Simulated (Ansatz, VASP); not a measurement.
## Two plane-wave programs on TiSi16

```
Si Ti
1.0
     0.00000    5.43000    5.43000
     5.43000    0.00000    5.43000
     5.43000    5.43000    0.00000
Si Ti
16 1
Cartesian
  0.0253 0.0758 0.0324
  1.4014 1.3784 1.4090
  2.7137 2.7595 0.0495
  4.0593 4.1585 1.4486
  2.7360 0.0239 2.7440
  4.0770 1.3647 4.0850
  5.4552 2.7423 2.7960
  6.8315 4.1189 4.0985
  0.0412 2.7590 2.7209
  1.4402 4.1582 4.0654
  2.7659 5.4830 2.7734
  4.0775 6.7944 4.0850
  2.7877 2.7427 5.4626
  4.0903 4.1189 6.8391
  5.4718 5.4307 5.4796
  6.8705 6.7757 6.8787
  5.4753 8.1927 5.4826
```

Alike in both runs: functional PBE; k mesh 2 × 2 × 2; occupations fermi-dirac, width 0.02 eV; no spin polarisation.

Ansatz relaxed the structure, and its values are those at the end. VASP's run is a single point on that final structure, the one shown.

|  | VASP | Ansatz |
| --- | --- | --- |
| version | VASP 6.6.1 | Ansatz 0.2.0 |
| potentials or method | VASP PAW PBE potentials, release 64 (Si, Ti_sv), cutoff 520 eV | scalar-relativistic, plane waves, PAW |
| valence electrons in the cell | 76 | 76 |

```csv
,VASP,Ansatz,Ansatz less VASP
rms of the force components (eV/Å),0.016,0.014,-0.0013
```

The functional is the same, so the differences come from potentials, cutoffs and numerics.

The k mesh is coarse, so the values compare programs but aren't converged.
